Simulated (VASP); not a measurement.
The system is Zr.

```
Zr
1.0
    -1.84550    1.84550    1.84550
     1.84550   -1.84550    1.84550
     1.84550    1.84550   -1.84550
Zr
1
Cartesian
  0.0000 0.0000 0.0000
```

Base run:

```yaml
Program: VASP 6.6.1
Functional: LDA
Potentials_or_basis: VASP PAW LDA potentials, release 64 (Zr_sv)
Cutoff: 500 eV
k_mesh: 10 × 10 × 10
Occupations: fermi-dirac, width 0.05 eV
Spin: no spin polarisation
```

Its results: band gap on the k mesh zero (band 6 reaches 8.72 eV, above the bottom of band 7 at 7.03 eV); pressure -13.1 GPa.

Question: The run is repeated on the same cell with these changes: functional from LDA to r2SCAN; potentials or basis from VASP PAW LDA potentials, release 64 (Zr_sv) to VASP PAW PBE potentials, release 64 (Zr_sv); cutoff from 500 eV to 550 eV. What comes out?

Answer: Band gap on the k mesh zero (band 6 reaches 9.17 eV, above the bottom of band 7 at 7.22 eV); pressure -6.9 GPa.

Caveats: the PAW data sets were made with another functional, which shifts forces and pressure a little (some runs).
